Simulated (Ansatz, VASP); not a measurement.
# ZnSe in VASP and in Ansatz

```
Zn Se
1.0
     2.74744    0.00000    0.00000
     0.00000    2.74744    0.00000
     0.00000    0.00000    2.74744
Zn Se
1 1
Cartesian
  0.0000 0.0000 0.0000
  1.3737 1.3737 1.3737
```

Change from the starting cell: volume scaled by 0.55, PAW files, source ansatz.

Alike in both runs: task single point; functional PBE; k mesh 15 × 15 × 15; occupations fermi-dirac, width 0.08 eV; no spin polarisation.

|  | VASP | Ansatz |
| --- | --- | --- |
| version | VASP 6.6.1 | Ansatz 0.2.0 |
| potentials or method | VASP PAW PBE potentials, release 64 (Zn, Se) | scalar-relativistic |
| plane-wave cutoff (eV) | 520 | 660 |
| valence electrons in the cell | 18 | 36 |

Ansatz gave:

| Item | Value |
| --- | --- |
| pressure (GPa) | 149.3 |

Q: Estimate VASP's values.

A: Pressure (GPa): 152.0.

Both programs put the cell under a high pressure, so it lies far from rest at this level. VASP's potentials hold 18 valence electrons a cell and Ansatz's 36, so a difference there can come from the potentials and not from the codes.

Noted on VASP's run: the cell as given lies far from equilibrium.
